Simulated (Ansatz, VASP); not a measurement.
## Two plane-wave programs on HfSi7O16

```xyz
24
Lattice="-5.1085 3.9790 2.4783 10.2170 -7.9579 4.9565 5.1085 3.9790 -2.4783" Properties=species:S:1:pos:R:3 pbc="T T T"
Hf    1.0404    2.8378    2.4782
Si    6.1489   -1.1412    4.9565
Si    4.0681    1.1412    0.0000
Si    9.1766   -2.8378    2.4783
Si    4.0681    2.8378    2.4783
Si    9.1766   -1.1412    4.9565
Si    1.0404    1.1412    0.0000
Si    6.1489   -2.8378    2.4783
O     0.8105    1.5167    3.3941
O     5.9190   -2.4623    5.8723
O     4.2980    2.4623    0.9158
O     9.4065   -1.5167    3.3941
O    -0.8105    5.4956    0.9158
O     4.2980    1.5167    3.3941
O     0.8105    2.4623    0.9158
O     5.9190   -1.5167    3.3941
O     2.5543    3.3784    2.6843
O     7.6628   -0.6006    5.1625
O     2.5543    0.6006    0.2060
O     7.6628   -3.3784    2.6843
O     5.1085    0.0000    0.4674
O    10.2170   -3.9789    2.9457
O     0.0000    0.0000    0.4674
O     5.1085   -3.9789    2.9457
```

Alike in both runs: task electric field gradients; functional PBE; k mesh 4 × 2 × 3; occupations fermi-dirac, width 0.01 eV; no spin polarisation.

|  | VASP | Ansatz |
| --- | --- | --- |
| version | VASP 6.6.1 | Ansatz 0.2.0 |
| potentials or method | VASP PAW PBE potentials, release 64 (Hf_pv, Si, O) | plane-wave PAW, scalar-relativistic |
| plane-wave cutoff (eV) | 520 | 420 |
| valence electrons in the cell | 134 | 150 |

|  | VASP | Ansatz | Ansatz less VASP |
| --- | --- | --- | --- |
| gap on the k mesh at the Fermi level (eV) | 5.54 | 5.58 | +0.036 |
| pressure (GPa) | 21.3 | 20.6 | -0.62 |
| traceless stress, the component that is largest in VASP (GPa) | -0.44 | -0.44 | +0.005 |
| rms of the force components (eV/Å) | 4.698 | 4.558 | -0.1398 |
| size of Vzz on the site where it differs most (V/Å²) | 56.5 | 61.6 | +5.08 |

Atom by atom the forces differ by 0.141 eV/Å (rms over components). VASP's potentials hold 134 valence electrons a cell and Ansatz's 150, so a difference there can come from the potentials and not from the codes.

Spin-orbit coupling is off throughout.
